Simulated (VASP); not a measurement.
# Zn2SnO: single point with PBE

Zn2SnO:

```
Zn Sn O
1.0
     4.22256    0.00000    0.00000
    -2.11128    3.65684    0.00000
     0.00000    0.00000    5.50414
Zn Sn O
2 1 1
Direct
  0.00000 0.00000 0.00000
  0.33333 0.66667 0.50000
  0.33333 0.66667 0.00000
  0.66667 0.33333 0.50000
```

The cell was generated, and may not be a known phase.

| Quantity | Value |
| --- | --- |
| Program | VASP 6.6.1 |
| Task | single point |
| Functional | PBE |
| Potentials or basis | VASP PAW PBE potentials, release 64 (Zn, Sn_d, O) |
| Cutoff | 600 eV |
| k mesh | 12 × 12 × 8 |
| Occupations | gaussian, width 0.1 eV |
| Spin | no spin polarisation |

* Pressure: 0.1 GPa
* Band gap on the k mesh: zero (bands 22 and 23 overlap by 2.20 eV)

Stress tensor (GPa, compression positive):
```
0.14 0.00 0.00
0.00 0.14 0.00
0.00 0.00 0.03
```

Levels at points of the mesh, in eV from the Fermi level:
| k point | band 19 | band 20 | band 21 | band 22 | band 23 | band 24 | band 25 | band 26 |
| --- | --- | --- | --- | --- | --- | --- | --- | --- |
| (0.00, 0.00, 0.00) | -1.37 | -1.37 | -0.25 | 0.36 | 1.61 | 1.61 | 3.67 | 6.19 |
| (0.50, 0.00, 0.00) | -2.55 | -2.01 | -1.34 | -0.38 | 0.14 | 2.06 | 3.83 | 3.97 |
| (0.00, 0.00, 0.50) | -1.34 | -1.34 | -0.97 | 1.82 | 1.82 | 3.25 | 4.31 | 6.03 |
| (0.50, 0.00, 0.50) | -4.11 | -1.79 | -0.83 | -0.10 | 0.12 | 2.27 | 3.76 | 6.63 |

Run time: 3 min on 1 thread of AMD EPYC 9R45 96-Core Processor (Zen 5), with other jobs on the host, peak memory 0.41 GiB.

Caveat: spin-orbit coupling is left out, which moves the levels of the heavy elements.
